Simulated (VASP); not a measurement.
Set up this calculation in VASP 6.6.1, as the native input.

| Quantity | Value |
| --- | --- |
| Task | single point |
| Functional | PBEsol |
| Dispersion | D3(BJ) |
| Potentials or basis | VASP PAW PBE potentials, release 64 (Sn_d) |
| Cutoff | 520 eV |
| k mesh | 18 × 18 × 18 |
| Occupations | gaussian, width 0.15 eV |
| Spin | no spin polarisation |
| Dipole correction | no |
| Further INCAR settings | ALGO = Fast; EDIFF = 1e-07; NBANDS = 13 |

The structure of Sn lies in POSCAR:

```
Sn
1.0
   -1.8946518192      1.8946518192      1.9704378920
    1.8946518192     -1.8946518192      1.9704378920
    1.8946518192      1.8946518192     -1.9704378920
Sn
1
Direct
    0.0000000000      0.0000000000      0.0000000000
```

This cell differs from its parent crystal: strain +0.000 along x and y, +0.040 along z.

One way to write it, as run:

INCAR

```
SYSTEM = Sn
PREC     = Accurate       ! precision mode
ENCUT    = 520            ! plane-wave cutoff, eV
EDIFF    = 1E-7           ! SCF threshold, eV
ISMEAR   = 0              ! smearing method
SIGMA    = 0.15           ! smearing width, eV
LREAL    = .False.        ! projectors in reciprocal space
LASPH    = .True.         ! aspherical terms in the spheres
NELM     = 60             ! most SCF steps
ALGO     = Fast           ! electronic algorithm
ISIF     = 2              ! what is computed and relaxed
LWAVE    = .False.        ! write WAVECAR
LCHARG   = .False.        ! write CHGCAR
GGA      = PS             ! functional
IVDW     = 12             ! dispersion correction
NBANDS   = 13             ! bands
```

KPOINTS

```
regular mesh
0
Gamma
  18 18 18
  0 0 0
```

Potentials or basis: VASP PAW PBE potentials, release 64 (Sn_d).

Command:

```sh
$ cat potpaw_PBE.64/Sn_d/POTCAR > POTCAR
$ mpirun -np 1 vasp_std > vasp.out
```

It gave:

The pressure is -5.9 GPa. The band gap on the k mesh is zero (band 7 reaches 14.91 eV, above the bottom of band 8 at 5.15 eV) and the dispersion energy per atom is -0.373 eV.

Caveat: the cell differs from its parent crystal (strain +0.000 along x and y, +0.040 along z); the PAW data sets were made with another functional, which shifts forces and pressure a little; spin-orbit coupling is left out, which moves the levels of the heavy elements; pairwise dispersion overbinds metals, which lowers pressure and volume.

Wall time 2.7 min on 1 thread of AMD EPYC 9R45 96-Core Processor (Zen 5) (shared host), peak memory 0.26 GiB.
